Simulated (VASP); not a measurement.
# GaAs (gw) (I-4m2) in VASP: notebook

Runs on GaAs (gw). Level: PBEsol. Tasks: single point.

All numbers are computed with VASP 6.6.1; they aren't measurements. Logs are shortened: lines on timing, memory, paths and dates and some standing lists are left out, and cuts for length are marked.

### 1 The cell of the first run

It takes space group I-4m2 (No. 119, tetragonal). Conventional cell: a = 3.962 Å, b = 3.962 Å, c = 5.710 Å, α = 90.00°, β = 90.00°, γ = 90.00°. Ga (site symmetry -4m2) has 4 As at 2.44 Å within 3.2 Å. As (site symmetry -4m2) has 4 Ga at 2.44 Å within 3.2 Å.

### 2 Single point, PBEsol

Contents of INCAR:

```
PREC = Accurate
ENCUT = 500
EDIFF = 1E-6
ISMEAR = 0
SIGMA = 0.01
LREAL = F
LASPH = T
NELM = 120
ALGO = Normal
ISIF = 2
LWAVE = F
LCHARG = F
GGA = PS
NBANDS = 16
GGA_COMPAT = F
```

Contents of KPOINTS:

```
Automatic mesh
0
Gamma
  4 4 4
```

Contents of POSCAR:

```
GaAs
1.0
    0.0000000000      2.8012231264      2.8547513920
    2.8012231264      0.0000000000      2.8547513920
    2.8012231264      2.8012231264      0.0000000000
Ga As
1 1
Direct
    0.0000000000      0.0000000000      0.0000000000
    0.2500000000      0.2500000000      0.2500000000
```

Potentials or basis: VASP PAW PBE potentials, release 64 (Ga_d, As).

On the command line:

```
cat potpaw_PBE.64/Ga_d/POTCAR potpaw_PBE.64/As/POTCAR > POTCAR
mpirun -np 1 vasp_std > vasp.out
```

OUTCAR:

```text
PREC = Accurate
   ENCUT = 500
   EDIFF = 1E-6
   ISMEAR = 0
   LREAL = F
   LASPH = T
   NELM = 120
   ISIF = 2
   GGA = PS

 ion  position               nearest neighbor table
   1  0.000  0.000  0.000-   2 2.44   2 2.44   2 2.44   2 2.44
   2  0.250  0.250  0.250-   1 2.44   1 2.44   1 2.44   1 2.44

  LATTYP: Found a body centered tetragonal cell.
 ALAT       =     3.9615277366
 C/A-ratio  =     1.4412376143

  Lattice vectors:

 A1 = (  -2.8012231264,   0.0000000000,   2.8547513920)
 A2 = (   2.8012231264,   0.0000000000,   2.8547513920)
 A3 = (   0.0000000000,   2.8012231264,  -2.8547513920)

Analysis of symmetry for initial positions (statically):
=====================================================================
 Subroutine PRICEL returns:
 Original cell was already a primitive cell.

 Routine SETGRP: Setting up the symmetry group for a
 body centered tetragonal supercell.

 Subroutine GETGRP returns: Found  8 space group operations
 (whereof  8 operations were pure point group operations)
 out of a pool of 16 trial point group operations.

The static configuration has the point symmetry D_2d.

Analysis of symmetry for dynamics (positions and initial velocities):
=====================================================================
 Subroutine PRICEL returns:
 Original cell was already a primitive cell.

 Routine SETGRP: Setting up the symmetry group for a
 body centered tetragonal supercell.

 Subroutine GETGRP returns: Found  8 space group operations
 (whereof  8 operations were pure point group operations)
 out of a pool of 16 trial point group operations.

The dynamic configuration has the point symmetry D_2d.

 Subroutine INISYM returns: Found  8 space group operations
 (whereof  8 operations are pure point group operations),
 and found     1 'primitive' translations

----------------------------------------------------------------------------------------

                                     Primitive cell

  volume of cell :      44.8016

  direct lattice vectors                    reciprocal lattice vectors
     0.000000000  2.801223126  2.854751392    -0.178493457  0.178493457  0.175146600
     2.801223126  0.000000000  2.854751392     0.178493457 -0.178493457  0.175146600
     2.801223126  2.801223126  0.000000000     0.178493457  0.178493457 -0.175146600

  length of vectors
     3.999557040  3.999557040  3.961527737     0.307239581  0.307239581  0.307239581

  position of ions in fractional coordinates (direct lattice)
     0.000000000  0.000000000  0.000000000
     0.250000000  0.250000000  0.250000000

  ion indices of the primitive-cell ions
   primitive index   ion index
                 1           1
                 2           2

----------------------------------------------------------------------------------------

 KPOINTS: Automatic mesh

Automatic generation of k-mesh.
 Grid dimensions read from file:
 generate k-points for:    4    4    4

 Generating k-lattice:

  Cartesian coordinates                     Fractional coordinates (reciprocal lattice)
    -0.044623364  0.044623364  0.043786650     0.250000000 -0.000000000  0.000000000
     0.044623364 -0.044623364  0.043786650    -0.000000000  0.250000000  0.000000000
     0.044623364  0.044623364 -0.043786650     0.000000000  0.000000000  0.250000000

  Length of vectors
     0.076809895  0.076809895  0.076809895

  Shift w.r.t. Gamma in fractional coordinates (k-lattice)
     0.000000000  0.000000000  0.000000000

 Subroutine IBZKPT returns following result:
 ===========================================

 Found     13 irreducible k-points:

 Following reciprocal coordinates:
            Coordinates               Weight
  0.000000  0.000000  0.000000      1.000000
  0.250000  0.000000  0.000000      8.000000
  0.500000  0.000000  0.000000      4.000000
  0.250000  0.250000  0.000000      2.000000
  0.500000  0.250000  0.000000      8.000000
 -0.250000  0.250000  0.000000      4.000000
  0.500000  0.500000  0.000000      1.000000
  0.250000  0.000000  0.250000      4.000000
  0.500000  0.000000  0.250000     16.000000
 -0.250000  0.000000  0.250000      8.000000
 -0.250000  0.500000  0.250000      4.000000
  0.500000  0.000000  0.500000      2.000000
 -0.250000  0.250000  0.500000      2.000000
   k-points           NKPTS =     13   k-points in BZ     NKDIM =     13   number of bands    NBANDS=     16
   number of dos      NEDOS =    301   number of ions     NIONS =      2
   total plane-waves  NPLWV =  27000
   dimension x,y,z NGX =    30 NGY =   30 NGZ =   30
   dimension x,y,z NGXF=    60 NGYF=   60 NGZF=   60
   ions per type =               1   1
   NGX,Y,Z   is equivalent  to a cutoff of  12.47, 12.47, 12.59 a.u.
   NGXF,Y,Z  is equivalent  to a cutoff of  24.94, 24.94, 25.18 a.u.
 SYSTEM =  unknown system
   PREC   = accura    normal or accurate (medium, high low for compatibility)
   ISTART =      0    job   : 0-new  1-cont  2-samecut
   ICHARG =      2    charge: 1-file 2-atom 10-const
   ISPIN  =      1    spin polarized calculation?
   LNONCOLLINEAR =      F non collinear calculations
   LSORBIT =      F    spin-orbit coupling
   LASPH  =      T    aspherical Exc in radial PAW
   ENCUT  =  500.0 eV  36.75 Ry    6.06 a.u.   7.29  7.29  7.22*2*pi/ulx,y,z
   NELM   =    120;   NELMIN=  2; NELMDL= -5     # of ELM steps
   EDIFF  = 0.1E-05   stopping-criterion for ELM
   LREAL  =      F    real-space projection
   EDIFFG = 0.1E-04   stopping-criterion for IOM
   NSW    =      0    number of steps for IOM
   IBRION =     -1    ionic relax: 0-MD 1-quasi-New 2-CG
   NFREE  =      0    steps in history (QN), initial steepest desc. (CG)
   ISIF   =      2    stress and relaxation
   ISYM   =      2    0-nonsym 1-usesym 2-fastsym
   POTIM  = 0.5000    time-step for ionic-motion
   TEBEG  =    0.0;   TEEND  =   0.0 temperature during run
   PSTRESS=    0.0 pullay stress
   NELECT =      18.0000    total number of electrons
   NUPDOWN=      -1.0000    fix difference up-down
   EMIN   =  10.00;   EMAX   =-10.00  energy-range for DOS
   EFERMI =   0.00;   METHOD = LEGACY
   ISMEAR =     0;   SIGMA  =   0.01  broadening in eV -4-tet -1-fermi 0-gaus
   EFERMI_NEDOS =   21; number of points for ismear=-14 and -15
   IALGO  =     38    algorithm
   IMIX   =      4    mixing-type and parameters
     AMIX     =   0.40;   BMIX     =  1.00
     AMIX_MAG =   1.60;   BMIX_MAG =  1.00
  volume/ion in A,a.u.               =      22.40       151.17
  Fermi-wavevector in a.u.,A,eV,Ry     =   1.208002  2.282793 19.854568  1.459270
  Thomas-Fermi vector in A             =   2.343623
   LORBIT       =      0    0 simple, 1 ext, 2 COOP (PROOUT), +10 PAW based schemes
   GGA     = PS    functional components
   LHFCALC =     F    Hartree Fock is set to
   AEXX    =    0.0000 exact exchange contribution
   IVDW    =     0    specifies the selected vdW correction
   LEPSILON=     F    determine dielectric tensor
   LRPA    =     F    only Hartree local field effects (RPA)
 non-spin polarized calculation
 Gauss-broadening in eV      SIGMA  =   0.01
  energy-cutoff  :      500.00
  volume of cell :       44.80
 maximum number of plane-waves:      1163
 NGX is ok and might be reduce to    30
   NGX = 15   NGY = 15   NGZ = 15

 number of electron      18.0000002 magnetization

 Free energy of the ion-electron system (eV)
  ---------------------------------------------------
  ext. energy  EPLUGINS =         0.00000000
  ---------------------------------------------------
  free energy    TOTEN  =        -8.90116446 eV

  energy without entropy =       -8.90116446  energy(sigma->0) =       -8.90116446

 E-fermi :   4.0282     XC(G=0):  -9.7874

 val. band max:        3.9735408362   @ k =   0.0000   0.0000   0.0000
 cond. band min:       4.4369459404   @ k =   0.0000   0.0000   0.0000
 fundamental gap:      0.4634051041
 Fermi energy:         4.0281889974

 k-point     1 :       0.0000    0.0000    0.0000
  band No.  band energies     occupation
      1     -10.9169      2.00000
      2     -10.9120      2.00000
      3     -10.9120      2.00000
      4     -10.8345      2.00000
      5     -10.8318      2.00000
      6      -8.8815      2.00000
[... 8 lines left out ...]
     15      13.8370      0.00000
     16      14.2225      0.00000

 k-point     2 :       0.2500    0.0000    0.0000
  band No.  band energies     occupation
      1     -10.9579      2.00000
      2     -10.9036      2.00000
      3     -10.9005      2.00000
      4     -10.8347      2.00000
      5     -10.8310      2.00000
      6      -8.1751      2.00000
[... 8 lines left out ...]
     15      12.9053      0.00000
     16      12.9308      0.00000

 k-point     3 :       0.5000    0.0000    0.0000
  band No.  band energies     occupation
      1     -10.9953      2.00000
      2     -10.8952      2.00000
      3     -10.8923      2.00000
      4     -10.8315      2.00000
      5     -10.8267      2.00000
      6      -7.0699      2.00000
[... 8 lines left out ...]
     15      15.6790      0.00000
     16      15.8385      0.00000

 k-point     4 :       0.2500    0.2500    0.0000
  band No.  band energies     occupation
      1     -10.9801      2.00000
      2     -10.8875      2.00000
      3     -10.8875      2.00000
      4     -10.8429      2.00000
      5     -10.8284      2.00000
      6      -7.9554      2.00000
[... 8 lines left out ...]
     15      15.1167      0.00000
     16      15.2028      0.00000
[... 115 lines left out ...]
 k-point    11 :      -0.2500    0.5000    0.2500
  band No.  band energies     occupation
      1     -11.0138      2.00000
      2     -10.8817      2.00000
      3     -10.8678      2.00000
      4     -10.8435      2.00000
      5     -10.8298      2.00000
      6      -6.2558      2.00000
[... 8 lines left out ...]
     15      16.0168      0.00000
     16      17.1094      0.00000

 k-point    12 :       0.5000    0.0000    0.5000
  band No.  band energies     occupation
      1     -11.0274      2.00000
      2     -10.8636      2.00000
      3     -10.8629      2.00000
      4     -10.8618      2.00000
      5     -10.8186      2.00000
      6      -6.2840      2.00000
[... 8 lines left out ...]
     15      16.9621      0.00000
     16      17.1983      0.00000

 k-point    13 :      -0.2500    0.2500    0.5000
  band No.  band energies     occupation
      1     -11.0140      2.00000
      2     -10.8821      2.00000
      3     -10.8684      2.00000
      4     -10.8469      2.00000
      5     -10.8267      2.00000
      6      -6.2266      2.00000
[... 8 lines left out ...]
     15      16.3655      0.00000
     16      17.3660      0.00000

------------------------ aborting loop because EDIFF is reached ----------------------------------------

  FORCE on cell =-STRESS in cart. coord.  units (eV):
  Direction    XX          YY          ZZ          XY          YZ          ZX
  --------------------------------------------------------------------------------------
  -------------------------------------------------------------------------------------
  Total        0.4540966      0.4540966      0.1099299      0.0000000      0.0000000     -0.0000000
  in kB       16.2392181     16.2392181      3.9312690      0.0000000      0.0000000     -0.0000000
  external PRESSURE =      12.1365684 kB  Pullay stress =       0.0000000 kB

 VOLUME and BASIS-vectors are now :
 -----------------------------------------------------------------------------
  energy-cutoff  :      500.00
  volume of cell :       44.80
      direct lattice vectors                 reciprocal lattice vectors
     0.000000000  2.801223126  2.854751392    -0.178493457  0.178493457  0.175146600
     2.801223126  0.000000000  2.854751392     0.178493457 -0.178493457  0.175146600
     2.801223126  2.801223126  0.000000000     0.178493457  0.178493457 -0.175146600

 POSITION                                       TOTAL-FORCE (eV/Angst)
 -----------------------------------------------------------------------------------
      0.00000      0.00000      0.00000         0.000000      0.000000      0.000000
      1.40061      1.40061      1.42738        -0.000000     -0.000000     -0.000000
 -----------------------------------------------------------------------------------
    total drift:                               -0.000000     -0.000000      0.000000

  FREE ENERGIE OF THE ION-ELECTRON SYSTEM (eV)
  ---------------------------------------------------
  free  energy   TOTEN  =        -8.9011644604 eV

  energy  without entropy=       -8.9011644604  energy(sigma->0) =       -8.90116446
```

Run time: 24 s. Hardware: 1 thread of Intel Xeon 8259CL, shared host; peak memory 0.16 GiB.

Results:

```
Free energy            : -8.9012 eV
Pressure               : 1.2 GPa
Band gap on the k mesh : 0.46 eV, direct
```

Stress tensor (GPa, compression positive):
```
1.62 0.00 0.00
0.00 1.62 0.00
0.00 0.00 0.39
```

Caveat: the k points lie up to 0.48 Å⁻¹ apart; the PAW data sets were made with another functional, which shifts forces and pressure a little.

### 3 Single point, PBEsol

Contents of INCAR:

```
SYSTEM = GaAs
PREC     = Accurate       ! precision mode
ENCUT    = 500            ! plane-wave cutoff, eV
EDIFF    = 1E-6           ! SCF threshold, eV
ISMEAR   = 0              ! smearing method
SIGMA    = 0.01           ! smearing width, eV
LREAL    = .FALSE.        ! projectors in reciprocal space
LASPH    = .TRUE.         ! aspherical terms in the spheres
NELM     = 120            ! most SCF steps
ALGO     = Normal         ! electronic algorithm
ISIF     = 2              ! what is computed and relaxed
LWAVE    = .FALSE.        ! write WAVECAR
LCHARG   = .FALSE.        ! write CHGCAR
GGA      = PS             ! functional
NBANDS   = 16             ! bands
GGA_COMPAT= .FALSE.
```

Contents of KPOINTS:

```
regular mesh
0
G
  4 4 4
  0 0 0
```

POSCAR is that of step 2.

Potentials or basis: VASP PAW PBE potentials, release 64 (Ga_d, As).

On the command line:

```
cat potpaw_PBE.64/Ga_d/POTCAR potpaw_PBE.64/As/POTCAR > POTCAR
mpirun -np 1 vasp_std > vasp.out
```

Run time: 25 s. Hardware: 1 thread of Intel Xeon 8259CL, shared host; peak memory 0.17 GiB.

It converged, with:

```
Free energy            : -8.9012 eV
Pressure               : 1.2 GPa
Band gap on the k mesh : 0.46 eV, direct
```

Stress tensor (GPa, compression positive):
```
1.62 0.00 0.00
0.00 1.62 0.00
0.00 0.00 0.39
```

Levels at points of the mesh, in eV from the valence-band top:
```
           k point  band 7  band 8  band 9  band 10  band 11  band 12
(0.00, 0.00, 0.00)   -0.11    0.00    0.00     0.46     3.60     3.60
(0.50, 0.00, 0.00)   -6.79   -1.29   -1.13     0.88     4.45     4.58
(0.50, 0.50, 0.00)   -7.03   -2.69   -2.69     1.34     1.62    10.13
(0.50, 0.00, 0.50)   -6.92   -2.83   -2.82     1.22     1.44    10.05
```

Caveat: the k points lie up to 0.48 Å⁻¹ apart; the PAW data sets were made with another functional, which shifts forces and pressure a little.
